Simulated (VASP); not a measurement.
Crystal: KSc3Si4.

```
K Sc Si
1.0
    -3.54955    3.54955    3.54955
     3.54955   -3.54955    3.54955
     3.54955    3.54955   -3.54955
K Sc Si
1 3 4
Direct
  0.00000 0.00000 0.00000
  0.50000 0.50000 0.00000
  0.50000 0.00000 0.50000
  0.00000 0.50000 0.50000
  0.50000 0.50000 0.50000
  0.00000 0.00000 0.50000
  0.00000 0.50000 0.00000
  0.50000 0.00000 0.00000
```

| Item | Value |
| --- | --- |
| Program | VASP 6.6.1 |
| Task | relaxation of cell and atoms |
| Functional | PBE |
| Potentials or basis | VASP PAW PBE potentials, release 64 (K_sv, Sc_sv, Si) |
| Cutoff | 600 eV |
| k mesh | 4 × 4 × 4 |
| Occupations | gaussian, width 0.1 eV |
| Spin | no spin polarisation |

At the start: pressure -6.3 GPa; volume 22.36 Å³/atom.

Problem. How do energy, volume and symmetry change on relaxing?

Solution. Over 3 steps the energy falls by 55.1 meV/atom and the volume is 19.81 Å³/atom (-11.4 %); space group Im-3m (No. 229, to 0.1 Å) before and after.

Step by step:
| step | energy change (eV) | largest force (eV/Å) | pressure (GPa) | volume (Å³) |
| --- | --- | --- | --- | --- |
| 1 | 0.0000 | 0.0000 | -6.27 | 178.89 |
| 2 | -0.4382 | 0.0000 | 0.56 | 157.16 |
| 3 | -0.4406 | 0.0000 | 0.02 | 158.46 |

Final structure:
```cif
data_structure
_symmetry_space_group_name_H-M 'P 1'
_symmetry_Int_Tables_number 1
_cell_length_a 5.9045
_cell_length_b 5.9045
_cell_length_c 5.9045
_cell_angle_alpha 109.471
_cell_angle_beta 109.471
_cell_angle_gamma 109.471
_cell_volume 158.46
loop_
_atom_site_label
_atom_site_type_symbol
_atom_site_fract_x
_atom_site_fract_y
_atom_site_fract_z
_atom_site_occupancy
K1 K 0.00000 0.00000 0.00000 1
Sc1 Sc 0.50000 0.50000 0.00000 1
Sc2 Sc 0.50000 0.00000 0.50000 1
Sc3 Sc 0.00000 0.50000 0.50000 1
Si1 Si 0.50000 0.50000 0.50000 1
Si2 Si 0.00000 0.00000 0.50000 1
Si3 Si 0.00000 0.50000 0.00000 1
Si4 Si 0.50000 0.00000 0.00000 1
```
